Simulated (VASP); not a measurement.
Input of a VASP 6.6.1 run:

INCAR

```
  ALGO = Normal
  EDIFF = 1E-6
  ENCUT = 520
  ISIF = 2
  ISMEAR = 0
  LASPH = True
  LCHARG = True
  LELF = True
  LREAL = False
  LVHAR = True
  LWAVE = False
  NBANDS = 8
  NELM = 80
  PREC = Accurate
  SIGMA = 0.15
```

KPOINTS

```
k-points
0
Gamma
  24 24 20
```

The input POSCAR:

```
Si
1.0
    2.6598509571      0.0000000000      0.0000000000
   -1.3299254786      2.3034984991      0.0000000000
    0.0000000000      0.0000000000      2.5033497058
Si
1
Direct
    0.0000000000      0.0000000000      0.0000000000
```

Potentials or basis: VASP PAW LDA potentials, release 64 (Si).

The run is started by

```bash
$ cat potpaw_LDA.64/Si/POTCAR > POTCAR
$ mpirun -np 1 vasp_std > vasp.out
```

What does it give for the pressure?

-5.3 GPa.

Estimate the band gap on the k mesh.

zero (band 2 reaches 16.58 eV, above the bottom of band 3 at 4.75 eV).

Stress tensor (GPa, compression positive):
```
-4.93  0.00  0.00
 0.00 -4.93  0.00
 0.00  0.00 -5.96
```

Caveat: the cell differs from its parent crystal (strain +0.015 along x and y, +0.015 along z).
